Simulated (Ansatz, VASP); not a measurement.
## One calculation of BC, two programs

Contents of INCAR:

```
SYSTEM = BC
PREC     = Accurate       ! precision mode
ENCUT    = 520            ! plane-wave cutoff, eV
EDIFF    = 1E-7           ! SCF threshold, eV
ISMEAR   = 0              ! smearing method
SIGMA    = 0.1            ! smearing width, eV
LREAL    = .FALSE.        ! projectors in reciprocal space
LASPH    = .TRUE.         ! aspherical terms in the spheres
NELM     = 150            ! most SCF steps
ALGO     = Normal         ! electronic algorithm
ISIF     = 2              ! what is computed and relaxed
LWAVE    = .FALSE.        ! write WAVECAR
LCHARG   = .FALSE.        ! write CHGCAR
ISPIN    = 2              ! spin polarisation
MAGMOM   = 0 0 0 0 1 1 1 1 ! initial moments
LORBIT   = 11             ! projections on sites
GGA      = PE             ! functional
NBANDS   = 28             ! bands
```

KPOINTS

```
Automatic mesh
0
G
  6 6 6
  0 0 0
```

POSCAR

```
BC
1.0
   -2.8820692500      2.8820692500      1.7003008500
    2.8820692500     -2.8820692500      1.7003008500
    2.8820692500      2.8820692500     -1.7003008500
B C
4 4
Direct
    0.7841337900      0.7841337900      0.0000000000
    0.5341337900      0.0341337900      0.5000000000
    0.2158662100      0.2158662100      0.0000000000
    0.9658662100      0.4658662100      0.5000000000
    0.6415729900      0.6415729900      0.2831459900
    0.3584270100      0.3584270100      0.7168540100
    0.3915729900      0.6084270100      0.5000000000
    0.1084270100      0.8915729900      0.5000000000
```

Input for Ansatz:

```yaml
crystal:
  lattice:
    - [-2.88206925, 2.88206925, 1.70030085]
    - [2.88206925, -2.88206925, 1.70030085]
    - [2.88206925, 2.88206925, -1.70030085]
  atoms:
    - { symbol: B, position: [0.78413379, 0.78413379, 0.0] }
    - { symbol: B, position: [0.53413379, 0.03413379, 0.5] }
    - { symbol: B, position: [0.21586621, 0.21586621, 0.0] }
    - { symbol: B, position: [0.96586621, 0.46586621, 0.5] }
    - { symbol: C, position: [0.64157299, 0.64157299, 0.28314599], spin: 1.0 }
    - { symbol: C, position: [0.35842701, 0.35842701, 0.71685401], spin: 1.0 }
    - { symbol: C, position: [0.39157299, 0.60842701, 0.5], spin: 1.0 }
    - { symbol: C, position: [0.10842701, 0.89157299, 0.5], spin: 1.0 }
basis:
  ecutwfc: 420
kpoints:
  mp_grid: { grid: [6, 6, 6] }
hamiltonian:
  xc: pbe
scf:
  occupations: { method: gaussian, width: 0.1 }
  lower_state_search: "off"
output:
  forces: true
  stress: true
  eigenvalues: true
  populations: true
magnetization:
  spin_polarized: true
```

Alike in both runs: task single point; functional PBE; k mesh 6 × 6 × 6; occupations gaussian, width 0.1 eV; collinear spin.

|  | VASP | Ansatz |
| --- | --- | --- |
| version | VASP 6.6.1 | Ansatz 0.2.0 |
| potentials or method | VASP PAW PBE potentials, release 64 (B, C), cutoff 520 eV | scalar-relativistic, plane waves, PAW |
| valence electrons in the cell | 28 | 28 |

Ansatz gave:

- gap on the k mesh at the Fermi level (eV): none
- rms of the force components (eV/Å): 1.930
- net moment per atom (μB): 0.00

Q: What did VASP give for the same quantities?

A: gap on the k mesh at the Fermi level (eV): none; rms of the force components (eV/Å): 1.924; net moment per atom (μB): 0.00.

Atom by atom the forces differ by 0.015 eV/Å (rms over components). A gap of «none» marks a metal or a gap that the smearing closes. With one functional, cell and mesh, what is left measures potentials, basis and numerics. Ansatz's warnings: seeded moment not kept.
